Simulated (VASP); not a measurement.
# Ta (P6_3/mmc) in VASP: a series of runs

Runs on Ta. Level: LDA. Tasks: single point.

Everything below comes from runs of VASP 6.6.1. Logs are shortened: lines on timing, memory, paths and dates and some standing lists are left out, and cuts for length are marked.

## 1. The cell of the first run

It takes space group P6_3/mmc (No. 194, hexagonal). The conventional cell has a = 2.900 Å, b = 2.900 Å, c = 5.166 Å, α = 90.00°, β = 90.00°, γ = 120.00°. Within 3.8 Å of Ta (site symmetry -6m2) lie 12 Ta at 2.90 to 3.08 Å.

## 2. Single point, LDA, collinear spin, ferromagnetic start

INCAR reads:

```
SYSTEM = Ta
PREC = Accurate
ENCUT = 520
EDIFF = 1E-7
ISMEAR = -1
SIGMA = 0.05
LREAL = .FALSE.
LASPH = .TRUE.
NELM = 150
ALGO = Normal
ISIF = 2
LWAVE = .FALSE.
LCHARG = .FALSE.
ISPIN = 2
MAGMOM = 0.05 0.05
LORBIT = 11
NUPDOWN = 0.1
LMAXMIX = 4
GGA = CA
NBANDS = 22
```

KPOINTS reads:

```
Automatic mesh
0
G
  11 11 6
  0 0 0
```

POSCAR reads:

```
Ta
1.0
    2.9003720726      0.0000000000      0.0000000000
   -1.4501860363      2.5117958953      0.0000000000
    0.0000000000      0.0000000000      5.1662740000
Ta
2
Direct
    0.6666666667      0.3333333333      0.7500000000
    0.3333333333      0.6666666667      0.2500000000
```

Potentials or basis: VASP PAW LDA potentials, release 64 (Ta_pv).

Started as:

```
cat potpaw_LDA.64/Ta_pv/POTCAR > POTCAR
mpirun -np 1 vasp_std > vasp.out
```

OUTCAR:

```text
SYSTEM = Ta
   PREC = Accurate
   ENCUT = 520
   EDIFF = 1E-7
   ISMEAR = -1
   LREAL = .FALSE.
   LASPH = .TRUE.
   NELM = 150
   ISIF = 2
   ISPIN = 2
   LORBIT = 11
   NUPDOWN = 0.1
   GGA = CA

 ion  position               nearest neighbor table
   1  0.667  0.333  0.750-   2 3.08   2 3.08   2 3.08   2 3.08   2 3.08   2 3.08
   2  0.333  0.667  0.250-   1 3.08   1 3.08   1 3.08   1 3.08   1 3.08   1 3.08

  LATTYP: Found a hexagonal cell.
 ALAT       =     2.9003720726
 C/A-ratio  =     1.7812452577

  Lattice vectors:

 A1 = (   2.9003720726,   0.0000000000,   0.0000000000)
 A2 = (  -1.4501860363,   2.5117958953,   0.0000000000)
 A3 = (   0.0000000000,   0.0000000000,   5.1662740000)

Analysis of symmetry for initial positions (statically):
=====================================================================
 Subroutine PRICEL returns:
 Original cell was already a primitive cell.

 Routine SETGRP: Setting up the symmetry group for a
 hexagonal supercell.

 Subroutine GETGRP returns: Found 24 space group operations
 (whereof 12 operations were pure point group operations)
 out of a pool of 24 trial point group operations.

The static configuration has the point symmetry D_3d.
 The point group associated with its full space group is D_6h.

Analysis of symmetry for dynamics (positions and initial velocities):
=====================================================================
 Subroutine PRICEL returns:
 Original cell was already a primitive cell.

 Routine SETGRP: Setting up the symmetry group for a
 hexagonal supercell.

 Subroutine GETGRP returns: Found 24 space group operations
 (whereof 12 operations were pure point group operations)
 out of a pool of 24 trial point group operations.

The dynamic configuration has the point symmetry D_3d.
 The point group associated with its full space group is D_6h.

Analysis of structural, dynamic, and magnetic symmetry:
=====================================================================
 Subroutine PRICEL returns:
 Original cell was already a primitive cell.

 Routine SETGRP: Setting up the symmetry group for a
 hexagonal supercell.

 Subroutine GETGRP returns: Found 24 space group operations
 (whereof 12 operations were pure point group operations)
 out of a pool of 24 trial point group operations.

The overall configuration has the point symmetry D_3d.
 The point group associated with its full space group is D_6h.

 Subroutine INISYM returns: Found 24 space group operations
 (whereof 12 operations are pure point group operations),
 and found     1 'primitive' translations

----------------------------------------------------------------------------------------

                                     Primitive cell

  volume of cell :      37.6370

  direct lattice vectors                    reciprocal lattice vectors
     2.900372073  0.000000000  0.000000000     0.344783350  0.199060760  0.000000000
    -1.450186036  2.511795895  0.000000000     0.000000000  0.398121520  0.000000000
     0.000000000  0.000000000  5.166274000     0.000000000  0.000000000  0.193563098

  length of vectors
     2.900372073  2.900372073  5.166274000     0.398121520  0.398121520  0.193563098

  position of ions in fractional coordinates (direct lattice)
     0.666666667  0.333333333  0.750000000
     0.333333333  0.666666667  0.250000000

  ion indices of the primitive-cell ions
   primitive index   ion index
                 1           1
                 2           2

----------------------------------------------------------------------------------------

 KPOINTS: Automatic mesh

Automatic generation of k-mesh.
 Grid dimensions read from file:
 generate k-points for:   11   11    6

 Generating k-lattice:

  Cartesian coordinates                     Fractional coordinates (reciprocal lattice)
     0.031343941  0.018096433  0.000000000     0.090909091 -0.000000000  0.000000000
     0.000000000  0.036192865  0.000000000     0.000000000  0.090909091  0.000000000
     0.000000000  0.000000000  0.032260516     0.000000000  0.000000000  0.166666667

  Length of vectors
     0.036192865  0.036192865  0.032260516

  Shift w.r.t. Gamma in fractional coordinates (k-lattice)
     0.000000000  0.000000000  0.000000000

 Subroutine IBZKPT returns following result:
 ===========================================

 Found     64 irreducible k-points:

 Following reciprocal coordinates:
            Coordinates               Weight
  0.000000  0.000000  0.000000      1.000000
  0.090909  0.000000  0.000000      6.000000
  0.181818  0.000000  0.000000      6.000000
  0.272727  0.000000  0.000000      6.000000
  0.363636  0.000000  0.000000      6.000000
  0.454545  0.000000  0.000000      6.000000
[... 16 lines left out ...]
  0.090909  0.090909  0.166667     12.000000
  0.181818  0.090909  0.166667     24.000000
 [... further k-points ...]
   k-points           NKPTS =     64   k-points in BZ     NKDIM =     64   number of bands    NBANDS=     22
   number of dos      NEDOS =    301   number of ions     NIONS =      2
   total plane-waves  NPLWV =  23040
   dimension x,y,z NGX =    24 NGY =   24 NGZ =   40
   dimension x,y,z NGXF=    48 NGYF=   48 NGZF=   80
   ions per type =               2
   NGX,Y,Z   is equivalent  to a cutoff of  13.76, 13.76, 12.87 a.u.
   NGXF,Y,Z  is equivalent  to a cutoff of  27.51, 27.51, 25.74 a.u.
 SYSTEM =  Ta
   PREC   = accura    normal or accurate (medium, high low for compatibility)
   ISTART =      0    job   : 0-new  1-cont  2-samecut
   ICHARG =      2    charge: 1-file 2-atom 10-const
   ISPIN  =      2    spin polarized calculation?
   LNONCOLLINEAR =      F non collinear calculations
   LSORBIT =      F    spin-orbit coupling
   LASPH  =      T    aspherical Exc in radial PAW
   ENCUT  =  520.0 eV  38.22 Ry    6.18 a.u.   5.39  5.39  9.61*2*pi/ulx,y,z
   NELM   =    150;   NELMIN=  2; NELMDL= -5     # of ELM steps
   EDIFF  = 0.1E-06   stopping-criterion for ELM
   LREAL  =      F    real-space projection
   EDIFFG = 0.1E-05   stopping-criterion for IOM
   NSW    =      0    number of steps for IOM
   IBRION =     -1    ionic relax: 0-MD 1-quasi-New 2-CG
   NFREE  =      0    steps in history (QN), initial steepest desc. (CG)
   ISIF   =      2    stress and relaxation
   ISYM   =      2    0-nonsym 1-usesym 2-fastsym
   POTIM  = 0.5000    time-step for ionic-motion
   TEBEG  =    0.0;   TEEND  =   0.0 temperature during run
   PSTRESS=    0.0 pullay stress
   NELECT =      22.0000    total number of electrons
   NUPDOWN=       0.1000    fix difference up-down
   EMIN   =  10.00;   EMAX   =-10.00  energy-range for DOS
   EFERMI =   0.00;   METHOD = LEGACY
   ISMEAR =    -1;   SIGMA  =   0.05  broadening in eV -4-tet -1-fermi 0-gaus
   EFERMI_NEDOS =   21; number of points for ismear=-14 and -15
   IALGO  =     38    algorithm
   IMIX   =      4    mixing-type and parameters
     AMIX     =   0.40;   BMIX     =  1.00
     AMIX_MAG =   1.60;   BMIX_MAG =  1.00
  volume/ion in A,a.u.               =      18.82       126.99
  Fermi-wavevector in a.u.,A,eV,Ry     =   1.368812  2.586680 25.492516  1.873647
  Thomas-Fermi vector in A             =   2.494743
   LORBIT       =     11    0 simple, 1 ext, 2 COOP (PROOUT), +10 PAW based schemes
   GGA     = CA    functional components
   LHFCALC =     F    Hartree Fock is set to
   AEXX    =    0.0000 exact exchange contribution
   IVDW    =     0    specifies the selected vdW correction
   LEPSILON=     F    determine dielectric tensor
   LRPA    =     F    only Hartree local field effects (RPA)
 spin polarized calculation
  energy-cutoff  :      520.00
  volume of cell :       37.64
 maximum number of plane-waves:      1045
 NGX is ok and might be reduce to    24
   NGX = 11   NGY = 11   NGZ = 19

 number of electron      22.0000003 magnetization       0.1000000

 Free energy of the ion-electron system (eV)
  ---------------------------------------------------
  ext. energy  EPLUGINS =         0.00000000
  ---------------------------------------------------
  free energy    TOTEN  =       -24.98478161 eV

  energy without entropy =      -24.96806397  energy(sigma->0) =      -24.97642279

 E-fermi :   5.4032     XC(G=0): -12.5627

 val. band max:        5.4819090137   @ k =   0.1818   0.1818   0.0000
 cond. band min:       5.4222853156   @ k =   0.1818   0.0909   0.3333
 fundamental gap:     -0.0596236981
 Fermi energy:         5.4845911936

 spin component 1

 k-point     1 :       0.0000    0.0000    0.0000
  band No.  band energies     occupation
      1     -28.9554      1.00000
      2     -28.1294      1.00000
      3     -28.0089      1.00000
      4     -28.0089      1.00000
      5     -27.9255      1.00000
      6     -27.9255      1.00000
[... 14 lines left out ...]
     21      18.6063      0.00000
     22      18.6083      0.00000

 k-point     2 :       0.0909    0.0000    0.0000
  band No.  band energies     occupation
      1     -28.9289      1.00000
      2     -28.1325      1.00000
      3     -28.0949      1.00000
      4     -28.0323      1.00000
      5     -28.0133      1.00000
      6     -27.9414      1.00000
[... 14 lines left out ...]
     21      18.6083      0.00000
     22      19.2086      0.00000

 k-point     3 :       0.1818    0.0000    0.0000
  band No.  band energies     occupation
      1     -28.8543      1.00000
      2     -28.3228      1.00000
      3     -28.2411      1.00000
      4     -28.1438      1.00000
      5     -28.0930      1.00000
      6     -27.9849      1.00000
[... 14 lines left out ...]
     21      18.6077      0.00000
     22      20.1675      0.00000
[... 476 lines left out ...]
 k-point    23 :       0.0909    0.0909    0.1667
  band No.  band energies     occupation
      1     -28.8354      1.00000
      2     -28.2409      1.00000
      3     -28.2284      1.00000
      4     -28.1406      1.00000
      5     -28.0565      1.00000
      6     -27.9888      1.00000
[... 14 lines left out ...]
     21      18.6084      0.00000
     22      19.7196      0.00000

 k-point    24 :       0.1818    0.0909    0.1667
  band No.  band energies     occupation
      1     -28.7635      1.00000
      2     -28.4702      1.00000
      3     -28.4379      1.00000
      4     -28.1894      1.00000
      5     -28.1333      1.00000
      6     -28.0557      1.00000
[... 14 lines left out ...]
     21      18.6075      0.00000
     22      20.2077      0.00000

 [... further k-points ...]

 spin component 2

 k-point     1 :       0.0000    0.0000    0.0000
  band No.  band energies     occupation
      1     -28.9381      1.00000
      2     -28.1130      1.00000
      3     -27.9913      1.00000
      4     -27.9913      1.00000
      5     -27.9079      1.00000
      6     -27.9079      1.00000
[... 14 lines left out ...]
     21      18.6236      0.00000
     22      18.6254      0.00000

 k-point     2 :       0.0909    0.0000    0.0000
  band No.  band energies     occupation
      1     -28.9116      1.00000
      2     -28.1160      1.00000
      3     -28.0772      1.00000
      4     -28.0146      1.00000
      5     -27.9957      1.00000
      6     -27.9238      1.00000
[... 14 lines left out ...]
     21      18.6254      0.00000
     22      19.2364      0.00000

 k-point     3 :       0.1818    0.0000    0.0000
  band No.  band energies     occupation
      1     -28.8371      1.00000
      2     -28.3048      1.00000
      3     -28.2232      1.00000
      4     -28.1273      1.00000
      5     -28.0753      1.00000
      6     -27.9673      1.00000
[... 14 lines left out ...]
     21      18.6248      0.00000
     22      20.1956      0.00000
[... 476 lines left out ...]
 k-point    23 :       0.0909    0.0909    0.1667
  band No.  band energies     occupation
      1     -28.8182      1.00000
      2     -28.2237      1.00000
      3     -28.2105      1.00000
      4     -28.1234      1.00000
      5     -28.0389      1.00000
      6     -27.9712      1.00000
[... 14 lines left out ...]
     21      18.6255      0.00000
     22      19.7471      0.00000

 k-point    24 :       0.1818    0.0909    0.1667
  band No.  band energies     occupation
      1     -28.7463      1.00000
      2     -28.4521      1.00000
      3     -28.4199      1.00000
      4     -28.1726      1.00000
      5     -28.1157      1.00000
      6     -28.0380      1.00000
[... 14 lines left out ...]
     21      18.6246      0.00000
     22      20.2335      0.00000

 [... further k-points ...]

------------------------ aborting loop because EDIFF is reached ----------------------------------------

  FORCE on cell =-STRESS in cart. coord.  units (eV):
  Direction    XX          YY          ZZ          XY          YZ          ZX
  --------------------------------------------------------------------------------------
  -------------------------------------------------------------------------------------
  Total       -2.7583012     -2.7583012     -2.3374668      0.0000000      0.0000000     -0.0000000
  in kB     -117.4185667   -117.4185667    -99.5040003      0.0000000      0.0000000     -0.0000000
  external PRESSURE =    -111.4470446 kB  Pullay stress =       0.0000000 kB

 VOLUME and BASIS-vectors are now :
 -----------------------------------------------------------------------------
  energy-cutoff  :      520.00
  volume of cell :       37.64
      direct lattice vectors                 reciprocal lattice vectors
     2.900372073  0.000000000  0.000000000     0.344783350  0.199060760  0.000000000
    -1.450186036  2.511795895  0.000000000     0.000000000  0.398121520  0.000000000
     0.000000000  0.000000000  5.166274000     0.000000000  0.000000000  0.193563098

 POSITION                                       TOTAL-FORCE (eV/Angst)
 -----------------------------------------------------------------------------------
      1.45019      0.83727      3.87471         0.000000     -0.000000      0.000000
     -0.00000      1.67453      1.29157        -0.000000      0.000000      0.000000
 -----------------------------------------------------------------------------------
    total drift:                               -0.000000      0.000000     -0.000000

  FREE ENERGIE OF THE ION-ELECTRON SYSTEM (eV)
  ---------------------------------------------------
  free  energy   TOTEN  =       -24.9847816063 eV

  energy  without entropy=      -24.9680639687  energy(sigma->0) =      -24.97642279

 total charge

# of ion       s       p       d       tot
------------------------------------------
    1        0.375   6.152   2.362   8.889
    2        0.375   6.152   2.362   8.889
--------------------------------------------------
tot          0.751  12.303   4.725  17.779

 magnetization (x)

# of ion       s       p       d       tot
------------------------------------------
    1        0.001   0.003   0.030   0.034
    2        0.001   0.003   0.030   0.034
--------------------------------------------------
tot          0.001   0.006   0.060   0.068
```

It took 2.4 min on 1 thread of AMD EPYC 7R13, shared host; peak memory 0.17 GiB.

Results:

* Free energy: -24.9848 eV
* Pressure: -11.1 GPa
* Net moment: 0.10 μB per cell
* Site moments: Ta +0.03 μB
* Valence electrons inside the program's atomic spheres: Ta 8.89

Stress tensor (GPa, compression positive):
```
-11.74   0.00   0.00
  0.00 -11.74   0.00
  0.00   0.00  -9.95
```

Caveat: spin-orbit coupling is left out, which moves the levels of the heavy elements; the total moment is fixed, so each spin has its own Fermi level.

(Part 1 of 2 ends here.)
